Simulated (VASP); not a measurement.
# CaF2 (Fm-3m) in VASP: a series of runs

CaF2 is run at these levels: r2SCAN; tasks: single point.

All numbers are computed with VASP 6.6.1; they aren't measurements. Logs are shortened: lines on timing, memory, paths and dates and some standing lists are left out, and cuts for length are marked.

**1. The cell of the first run**

Symmetry: Fm-3m, No. 225, cubic system. Conventional cell: a = 5.510 Å, b = 5.510 Å, c = 5.510 Å, α = 90.00°, β = 90.00°, γ = 90.00°. Ca (site symmetry m-3m) has 8 F at 2.39 Å within 3.2 Å. Within 3.2 Å of F (site symmetry -43m) lie 4 Ca at 2.39 Å and 6 F at 2.76 Å.

**2. Single point, r2SCAN**

POSCAR reads:

```
CaF2
1.0
    0.0000000000      2.7552132783      2.7552132783
    2.7552132783      0.0000000000      2.7552132783
    2.7552132783      2.7552132783      0.0000000000
Ca F
1 2
Direct
    0.0000000000      0.0000000000      0.0000000000
    0.2500000000      0.2500000000      0.2500000000
    0.7500000000      0.7500000000      0.7500000000
```

INCAR.step1 reads:

```
SYSTEM = CaF2
ALGO = Normal ; EDIFF = 1E-5
ENCUT = 660 ; GGA = PE
GGA_COMPAT = .FALSE. ; ISMEAR = 0
LASPH = .TRUE. ; LCHARG = .FALSE.
LREAL = .FALSE. ; LWAVE = .TRUE.
NBANDS = 19 ; NELM = 120
PREC = Accurate ; SIGMA = 0.02
```

INCAR.step2 reads:

```
SYSTEM = CaF2
ALGO = Normal ; EDIFF = 1E-6
ENCUT = 660 ; GGA_COMPAT = .FALSE.
ISIF = 2 ; ISMEAR = 0
ISTART = 1 ; LASPH = .TRUE.
LCHARG = .FALSE. ; LMIXTAU = .TRUE.
LREAL = .FALSE. ; LWAVE = .FALSE.
METAGGA = R2SCAN ; NBANDS = 19
NELM = 120 ; PREC = Accurate
SIGMA = 0.02
```

KPOINTS reads:

```
k-points
0
G
  8 8 8
  0 0 0
```

Potentials or basis: VASP PAW PBE potentials, release 64 (Ca_sv, F).

Run with:

```console
$ cat potpaw_PBE.64/Ca_sv/POTCAR potpaw_PBE.64/F/POTCAR > POTCAR
$ cp INCAR.step1 INCAR
$ mpirun -np 1 vasp_std > vasp.out
$ cp INCAR.step2 INCAR
$ mpirun -np 1 vasp_std > vasp.out
```

OUTCAR:

```text
SYSTEM = CaF2
   EDIFF = 1E-6
   ENCUT = 660
   ISIF = 2
   ISMEAR = 0
   ISTART = 1
   LASPH = .TRUE.
   LREAL = .FALSE.
   METAGGA = R2SCAN
   NELM = 120
   PREC = Accurate

 ion  position               nearest neighbor table
   1  0.000  0.000  0.000-   2 2.39   3 2.39   3 2.39   3 2.39   3 2.39   2 2.39   2 2.39   2 2.39

   2  0.250  0.250  0.250-   1 2.39   1 2.39   1 2.39   1 2.39
   3  0.750  0.750  0.750-   1 2.39   1 2.39   1 2.39   1 2.39

  LATTYP: Found a face centered cubic cell.
 ALAT       =     5.5104265566

  Lattice vectors:

 A1 = (   0.0000000000,   2.7552132783,   2.7552132783)
 A2 = (   2.7552132783,   0.0000000000,   2.7552132783)
 A3 = (   2.7552132783,   2.7552132783,   0.0000000000)

Analysis of symmetry for initial positions (statically):
=====================================================================
 Subroutine PRICEL returns:
 Original cell was already a primitive cell.

 Routine SETGRP: Setting up the symmetry group for a
 face centered cubic supercell.

 Subroutine GETGRP returns: Found 48 space group operations
 (whereof 48 operations were pure point group operations)
 out of a pool of 48 trial point group operations.

The static configuration has the point symmetry O_h .

Analysis of symmetry for dynamics (positions and initial velocities):
=====================================================================
 Subroutine PRICEL returns:
 Original cell was already a primitive cell.

 Routine SETGRP: Setting up the symmetry group for a
 face centered cubic supercell.

 Subroutine GETGRP returns: Found 48 space group operations
 (whereof 48 operations were pure point group operations)
 out of a pool of 48 trial point group operations.

The dynamic configuration has the point symmetry O_h .

 Subroutine INISYM returns: Found 48 space group operations
 (whereof 48 operations are pure point group operations),
 and found     1 'primitive' translations

----------------------------------------------------------------------------------------

                                     Primitive cell

  volume of cell :      41.8308

  direct lattice vectors                    reciprocal lattice vectors
     0.000000000  2.755213278  2.755213278    -0.181474154  0.181474154  0.181474154
     2.755213278  0.000000000  2.755213278     0.181474154 -0.181474154  0.181474154
     2.755213278  2.755213278  0.000000000     0.181474154  0.181474154 -0.181474154

  length of vectors
     3.896459985  3.896459985  3.896459985     0.314322456  0.314322456  0.314322456

  position of ions in fractional coordinates (direct lattice)
     0.000000000  0.000000000  0.000000000
     0.250000000  0.250000000  0.250000000
     0.750000000  0.750000000  0.750000000

  ion indices of the primitive-cell ions
   primitive index   ion index
                 1           1
                 2           2
                 3           3

----------------------------------------------------------------------------------------

 KPOINTS: k-points

Automatic generation of k-mesh.
 Grid dimensions read from file:
 generate k-points for:    8    8    8

 Generating k-lattice:

  Cartesian coordinates                     Fractional coordinates (reciprocal lattice)
    -0.022684269  0.022684269  0.022684269     0.125000000  0.000000000  0.000000000
     0.022684269 -0.022684269  0.022684269     0.000000000  0.125000000  0.000000000
     0.022684269  0.022684269 -0.022684269     0.000000000  0.000000000  0.125000000

  Length of vectors
     0.039290307  0.039290307  0.039290307

  Shift w.r.t. Gamma in fractional coordinates (k-lattice)
     0.000000000  0.000000000  0.000000000

 Subroutine IBZKPT returns following result:
 ===========================================

 Found     29 irreducible k-points:

 Following reciprocal coordinates:
            Coordinates               Weight
  0.000000  0.000000  0.000000      1.000000
  0.125000  0.000000  0.000000      8.000000
  0.250000  0.000000  0.000000      8.000000
  0.375000  0.000000  0.000000      8.000000
  0.500000  0.000000  0.000000      4.000000
  0.125000  0.125000  0.000000      6.000000
[... 16 lines left out ...]
  0.500000  0.250000  0.125000     48.000000
 -0.375000  0.250000  0.125000     24.000000
 [... further k-points ...]
   k-points           NKPTS =     29   k-points in BZ     NKDIM =     29   number of bands    NBANDS=     19
   number of dos      NEDOS =    301   number of ions     NIONS =      3
   total plane-waves  NPLWV =  46656
   dimension x,y,z NGX =    36 NGY =   36 NGZ =   36
   dimension x,y,z NGXF=    72 NGYF=   72 NGZF=   72
   ions per type =               1   2
   NGX,Y,Z   is equivalent  to a cutoff of  15.36, 15.36, 15.36 a.u.
   NGXF,Y,Z  is equivalent  to a cutoff of  30.72, 30.72, 30.72 a.u.
 SYSTEM =  CaF2
   PREC   = accura    normal or accurate (medium, high low for compatibility)
   ISTART =      1    job   : 0-new  1-cont  2-samecut
   ICHARG =      0    charge: 1-file 2-atom 10-const
   ISPIN  =      1    spin polarized calculation?
   LNONCOLLINEAR =      F non collinear calculations
   LSORBIT =      F    spin-orbit coupling
   LASPH  =      T    aspherical Exc in radial PAW
   ENCUT  =  660.0 eV  48.51 Ry    6.96 a.u.   8.16  8.16  8.16*2*pi/ulx,y,z
   NELM   =    120;   NELMIN=  2; NELMDL=  0     # of ELM steps
   EDIFF  = 0.1E-05   stopping-criterion for ELM
   LREAL  =      F    real-space projection
   EDIFFG = 0.1E-04   stopping-criterion for IOM
   NSW    =      0    number of steps for IOM
   IBRION =     -1    ionic relax: 0-MD 1-quasi-New 2-CG
   NFREE  =      0    steps in history (QN), initial steepest desc. (CG)
   ISIF   =      2    stress and relaxation
   ISYM   =      2    0-nonsym 1-usesym 2-fastsym
   POTIM  = 0.5000    time-step for ionic-motion
   TEBEG  =    0.0;   TEEND  =   0.0 temperature during run
   PSTRESS=    0.0 pullay stress
   NELECT =      24.0000    total number of electrons
   NUPDOWN=      -1.0000    fix difference up-down
   EMIN   =  10.00;   EMAX   =-10.00  energy-range for DOS
   EFERMI =   0.00;   METHOD = LEGACY
   ISMEAR =     0;   SIGMA  =   0.02  broadening in eV -4-tet -1-fermi 0-gaus
   EFERMI_NEDOS =   21; number of points for ismear=-14 and -15
   IALGO  =     38    algorithm
   IMIX   =      4    mixing-type and parameters
     AMIX     =   0.40;   BMIX     =  1.00
     AMIX_MAG =   1.60;   BMIX_MAG =  1.00
  volume/ion in A,a.u.               =      13.94        94.10
  Fermi-wavevector in a.u.,A,eV,Ry     =   1.360338  2.570665 25.177830  1.850518
  Thomas-Fermi vector in A             =   2.487008
   LORBIT       =      0    0 simple, 1 ext, 2 COOP (PROOUT), +10 PAW based schemes
   METAGGA = R2SCAN    functional components
   LHFCALC =     F    Hartree Fock is set to
   AEXX    =    0.0000 exact exchange contribution
   IVDW    =     0    specifies the selected vdW correction
   LEPSILON=     F    determine dielectric tensor
   LRPA    =     F    only Hartree local field effects (RPA)
 non-spin polarized calculation
 Gauss-broadening in eV      SIGMA  =   0.02
  energy-cutoff  :      660.00
  volume of cell :       41.83
 maximum number of plane-waves:      1639
 NGX is ok and might be reduce to    36
   NGX = 17   NGY = 17   NGZ = 17

 number of electron      24.0000006 magnetization

 Free energy of the ion-electron system (eV)
  ---------------------------------------------------
  ext. energy  EPLUGINS =         0.00000000
  ---------------------------------------------------
  free energy    TOTEN  =       -25.95059868 eV

  energy without entropy =      -25.95059868  energy(sigma->0) =      -25.95059868

 E-fermi :  -1.4639     XC(G=0): -10.1022

 val. band max:       -1.6829053546   @ k =   0.5000   0.5000   0.0000
 cond. band min:       6.1134660042   @ k =   0.0000   0.0000   0.0000
 fundamental gap:      7.7963713587
 Fermi energy:        -1.4638675000

 k-point     1 :       0.0000    0.0000    0.0000
  band No.  band energies     occupation
      1     -39.0607      2.00000
      2     -22.6823      2.00000
      3     -21.9719      2.00000
      4     -19.1229      2.00000
      5     -19.1229      2.00000
      6     -19.1229      2.00000
[... 11 lines left out ...]
     18      10.2668      0.00000
     19      15.9222      0.00000

 k-point     2 :       0.1250    0.0000    0.0000
  band No.  band energies     occupation
      1     -39.0564      2.00000
      2     -22.7076      2.00000
      3     -22.0067      2.00000
      4     -19.1284      2.00000
      5     -19.1284      2.00000
      6     -19.0712      2.00000
[... 11 lines left out ...]
     18      10.2291      0.00000
     19      15.1818      0.00000

 k-point     3 :       0.2500    0.0000    0.0000
  band No.  band energies     occupation
      1     -39.0462      2.00000
      2     -22.7452      2.00000
      3     -22.1181      2.00000
      4     -19.1415      2.00000
      5     -19.1415      2.00000
      6     -18.9397      2.00000
[... 11 lines left out ...]
     18      10.1382      0.00000
     19      13.9024      0.00000

 k-point     4 :       0.3750    0.0000    0.0000
  band No.  band energies     occupation
      1     -39.0359      2.00000
      2     -22.7420      2.00000
      3     -22.2736      2.00000
      4     -19.1545      2.00000
      5     -19.1545      2.00000
      6     -18.8011      2.00000
[... 11 lines left out ...]
     18      10.0475      0.00000
     19      13.0099      0.00000

 k-point     5 :       0.5000    0.0000    0.0000
  band No.  band energies     occupation
      1     -39.0316      2.00000
      2     -22.7193      2.00000
      3     -22.3599      2.00000
      4     -19.1599      2.00000
      5     -19.1599      2.00000
      6     -18.7420      2.00000
[... 11 lines left out ...]
     18      10.0099      0.00000
     19      12.8082      0.00000
[... 334 lines left out ...]
      2     -22.9087      2.00000
      3     -22.2468      2.00000
      4     -19.2149      2.00000
      5     -19.2149      2.00000
      6     -18.5868      2.00000
[... 11 lines left out ...]
     18      12.3165      0.00000
     19      13.6510      0.00000

 k-point    22 :       0.3750    0.2500    0.1250
  band No.  band energies     occupation
      1     -39.0385      2.00000
      2     -22.7760      2.00000
      3     -22.1934      2.00000
      4     -19.1608      2.00000
      5     -19.1162      2.00000
      6     -18.8695      2.00000
[... 11 lines left out ...]
     18      10.2399      0.00000
     19      14.3940      0.00000

 k-point    23 :       0.5000    0.2500    0.1250
  band No.  band energies     occupation
      1     -39.0303      2.00000
      2     -22.7354      2.00000
      3     -22.3637      2.00000
      4     -19.1755      2.00000
      5     -19.0475      2.00000
      6     -18.8234      2.00000
[... 11 lines left out ...]
     18      10.8022      0.00000
     19      13.7574      0.00000

 k-point    24 :      -0.3750    0.2500    0.1250
  band No.  band energies     occupation
      1     -39.0268      2.00000
      2     -22.6654      2.00000
      3     -22.4894      2.00000
      4     -19.1820      2.00000
      5     -19.0094      2.00000
      6     -18.8106      2.00000
[... 11 lines left out ...]
     18      11.3250      0.00000
     19      13.2922      0.00000

 [... further k-points ...]
[... 5 lines left out ...]
  --------------------------------------------------------------------------------------
  -------------------------------------------------------------------------------------
  Total       -0.7599663     -0.7599663     -0.7599663      0.0000000      0.0000000      0.0000000
  in kB      -29.1077911    -29.1077911    -29.1077911      0.0000000      0.0000000      0.0000000
  external PRESSURE =     -29.1077911 kB  Pullay stress =       0.0000000 kB

 VOLUME and BASIS-vectors are now :
 -----------------------------------------------------------------------------
  energy-cutoff  :      660.00
  volume of cell :       41.83
      direct lattice vectors                 reciprocal lattice vectors
     0.000000000  2.755213278  2.755213278    -0.181474154  0.181474154  0.181474154
     2.755213278  0.000000000  2.755213278     0.181474154 -0.181474154  0.181474154
     2.755213278  2.755213278  0.000000000     0.181474154  0.181474154 -0.181474154

 POSITION                                       TOTAL-FORCE (eV/Angst)
 -----------------------------------------------------------------------------------
      0.00000      0.00000      0.00000        -0.000000      0.000000      0.000000
      1.37761      1.37761      1.37761        -0.000000      0.000000     -0.000000
      4.13282      4.13282      4.13282         0.000000     -0.000000      0.000000
 -----------------------------------------------------------------------------------
    total drift:                                0.000000      0.000000      0.000000

  FREE ENERGIE OF THE ION-ELECTRON SYSTEM (eV)
  ---------------------------------------------------
  free  energy   TOTEN  =       -25.9505986791 eV

  energy  without entropy=      -25.9505986791  energy(sigma->0) =      -25.95059868
```

Run time: 2.1 min. Hardware: 1 thread of AMD EPYC 9R45 (Zen 5), shared host; peak memory 0.19 GiB.

What came out:

```yaml
Free_energy: -25.9506 eV
Pressure: -2.9 GPa
Band_gap_on_the_k_mesh: 7.80 eV, indirect (least direct gap 8.05 eV)
```

Caveat: the PAW data sets were made with another functional, which shifts forces and pressure a little. r2SCAN opens gaps a little over a GGA but as a rule still falls short of measured ones.

**3. Single point, r2SCAN**

POSCAR is that of step 2.

INCAR.step1 reads:

```
PREC = Accurate
ENCUT = 660
ISMEAR = 0
SIGMA = 0.02
LREAL = False
LASPH = True
NELM = 120
NBANDS = 19
GGA = PE
ALGO = Normal
EDIFF = 1E-5
LWAVE = True
LCHARG = False
GGA_COMPAT = False
```

INCAR.step2 reads:

```
PREC = Accurate
ENCUT = 660
EDIFF = 1E-6
ISMEAR = 0
SIGMA = 0.02
LREAL = False
LASPH = True
NELM = 120
ALGO = Normal
ISIF = 2
LWAVE = False
LCHARG = False
METAGGA = R2SCAN
LMIXTAU = True
NBANDS = 19
ISTART = 1
GGA_COMPAT = False
```

KPOINTS reads:

```
regular mesh
0
Gamma
  8 8 8
```

Potentials or basis: VASP PAW PBE potentials, release 64 (Ca_sv, F).

Run with:

```console
$ cat potpaw_PBE.64/Ca_sv/POTCAR potpaw_PBE.64/F/POTCAR > POTCAR
$ cp INCAR.step1 INCAR
$ mpirun -np 1 vasp_std > vasp.out
$ cp INCAR.step2 INCAR
$ mpirun -np 1 vasp_std > vasp.out
```

Run time: 1.9 min. Hardware: 1 thread of AMD EPYC 9R45 (Zen 5), shared host; peak memory 0.19 GiB.

Results (log left out):

| Property | Result |
| --- | --- |
| Free energy | -25.9506 eV |
| Pressure | -2.9 GPa |
| Band gap on the k mesh | 7.80 eV, indirect (least direct gap 8.05 eV) |

Levels at points of the mesh, in eV from the valence-band top:
```tsv
k point	band 10	band 11	band 12	band 13	band 14	band 15
(0.00, 0.00, 0.00)	-0.25	-0.25	-0.25	7.80	9.90	9.90
(0.50, 0.00, 0.00)	-1.21	-0.82	-0.82	10.08	10.08	10.49
(0.50, 0.50, 0.00)	-0.34	-0.34	0.00	8.68	10.29	10.79
```

Caveat: the PAW data sets were made with another functional, which shifts forces and pressure a little.
